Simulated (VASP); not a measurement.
**GaN: single point with PBE**

Crystal: GaN.

```xyz
2
Lattice="0.0000 2.2490 2.2490 2.2490 0.0000 2.2490 2.2490 2.2490 0.0000" Properties=species:S:1:pos:R:3 pbc="T T T"
Ga    0.0000    0.0000    0.0000
N     1.1245    1.1245    1.1245
```

```yaml
Program: VASP 6.6.1
Task: single point
Functional: PBE
Potentials_or_basis: VASP PAW PBE potentials, release 64 (Ga_d, N)
Cutoff: 520 eV
k_mesh: 6 × 6 × 6
Occupations: fermi-dirac, width 0.001 eV
Spin: no spin polarisation
```

```yaml
Pressure: 6.2 GPa
Band_gap_on_the_k_mesh: 1.76 eV, direct
```

Levels at points of the mesh, in eV from the valence-band top:
```
           k point  band 6  band 7  band 8  band 9  band 10  band 11  band 12  band 13
(0.00, 0.00, 0.00)  -13.13    0.00    0.00    0.00     1.76    10.34    10.34    10.34
(0.50, 0.00, 0.00)  -11.88   -7.08   -0.98   -0.98     4.68     8.76    10.39    10.39
(0.50, 0.50, 0.00)  -11.46   -6.15   -2.72   -2.72     3.35     6.70    11.75    14.02
```

Wall time 7.2 s on 1 thread of Intel(R) Xeon(R) Platinum 8559C (Emerald Rapids) (shared host), peak memory 0.13 GiB.
